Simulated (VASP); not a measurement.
Input of a VASP 6.6.1 run:

File INCAR:

```
SYSTEM = BN
PREC = Accurate
ENCUT = 600
EDIFF = 1E-6
ISMEAR = -1
SIGMA = 0.1
LREAL = .FALSE.
LASPH = .TRUE.
NELM = 100
ALGO = Normal
ISIF = 3
LWAVE = .FALSE.
LCHARG = .FALSE.
GGA = PE
IBRION = 2
NSW = 60
EDIFFG = -0.005
PSTRESS = 320.0
```

KPOINTS

```
Automatic mesh
0
G
  12 12 7
  0 0 0
```

Contents of POSCAR:

```
BN
1.0
    2.5501548750      0.0000000000      0.0000000000
   -1.2750774375      2.2084989053      0.0000000000
    0.0000000000      0.0000000000      4.1567524462
B N
2 2
Direct
    0.3333333333      0.6666666667      0.0000000000
    0.6666666667      0.3333333333      0.5000000000
    0.3333333333      0.6666666667      0.3760000000
    0.6666666667      0.3333333333      0.8760000000
```

Potentials or basis: VASP PAW PBE potentials, release 64 (B, N).

Command:

```console
$ cat potpaw_PBE.64/B/POTCAR potpaw_PBE.64/N/POTCAR > POTCAR
$ mpirun -np 1 vasp_std > vasp.out
```

What does it give for the band gap on the k mesh?

5.04 eV, indirect (least direct gap 8.58 eV).

Predict the relaxed cell.

a = 2.491 Å, b = 2.491 Å, c = 4.122 Å, α = 90.00°, β = 90.00°, γ = 120.00°.

What does it give for the relaxed volume?

5.54 Å³/atom.

Step by step:
```csv
step,energy change (eV),largest force (eV/Å),pressure (GPa),volume (Å³)
1,0.0000,0.1242,7.73,23.41
2,0.6732,0.0479,74.24,20.53
3,0.1415,0.0659,32.07,22.15
4,0.1464,0.0649,32.62,22.13
5,0.1373,0.0602,31.59,22.17
6,0.1403,0.0096,32.01,22.15
7,0.1404,0.0080,32.02,22.15
8,0.1400,0.0115,31.99,22.15
9,0.1402,0.0016,32.00,22.15
```

Caveat: the cell is relaxed towards a set pressure, so the enthalpy falls and the energy may rise. A k mesh can miss the band edges.
